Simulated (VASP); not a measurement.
Here is a VASP 6.6.1 calculation.

File INCAR:

```
SYSTEM = AlN
PREC = Accurate
ENCUT = 600
EDIFF = 1E-6
ISMEAR = 0
SIGMA = 0.01
LREAL = .FALSE.
LASPH = .TRUE.
NELM = 120
ALGO = Normal
ISIF = 2
LWAVE = .FALSE.
LCHARG = .TRUE.
GGA = PS
LELF = .TRUE.
LVHAR = .TRUE.
NBANDS = 11
GGA_COMPAT = .FALSE.
```

Contents of KPOINTS:

```
regular mesh
0
G
  8 8 8
  0 0 0
```

POSCAR

```
AlN
1.0
    0.0000000000      1.9820401151      1.9820401151
    1.9820401151      0.0000000000      1.9820401151
    1.9820401151      1.9820401151      0.0000000000
Al N
1 1
Direct
    0.0000000000      0.0000000000      0.0000000000
    0.5000000000      0.5000000000      0.5000000000
```

Potentials or basis: VASP PAW PBE potentials, release 64 (Al, N).

Command:

```console
$ cat potpaw_PBE.64/Al/POTCAR potpaw_PBE.64/N/POTCAR > POTCAR
$ mpirun -np 1 vasp_std > vasp.out
```

Task: Estimate the band gap on the k mesh.

Result: 5.03 eV, indirect (least direct gap 6.55 eV).

Task: Estimate the pressure.

Result: 17.8 GPa.

Caveat: the PAW data sets were made with another functional, which shifts forces and pressure a little. A k mesh can miss the band edges.
